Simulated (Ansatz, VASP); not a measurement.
# CaZr in VASP and in Ansatz

```xyz
2
Lattice="3.2866 0.0000 0.0000 0.0000 3.2866 0.0000 0.0000 0.0000 4.3078" Properties=species:S:1:pos:R:3 pbc="T T T"
Ca    1.6433    1.6433    2.1539
Zr    0.0000    0.0000    0.0000
```

Alike in both runs: task single point; functional PBE; k mesh 6 × 6 × 4; occupations gaussian, width 0.1 eV; no spin polarisation.

|  | VASP | Ansatz |
| --- | --- | --- |
| version | VASP 6.6.1 | Ansatz 0.2.0 |
| potentials or method | VASP PAW PBE potentials, release 64 (Ca_sv, Zr_sv), cutoff 520 eV | scalar-relativistic, plane waves, PAW |
| valence electrons in the cell | 22 | 22 |

Ansatz gave:

| Item | Value |
| --- | --- |
| gap on the k mesh at the Fermi level (eV) | none |
| pressure (GPa) | 11.8 |
| traceless stress, the component that is largest in VASP (GPa) | 3.78 |

**Question.** What did VASP give for the same quantities?

**Answer.** gap on the k mesh at the Fermi level (eV): none; pressure (GPa): 11.9; traceless stress, the component that is largest in VASP (GPa): 3.79.

A gap of «none» marks a metal or a gap that the smearing closes. With one functional, cell and mesh, what is left measures potentials, basis and numerics.

The k mesh is coarse, so the values compare programs but aren't converged.
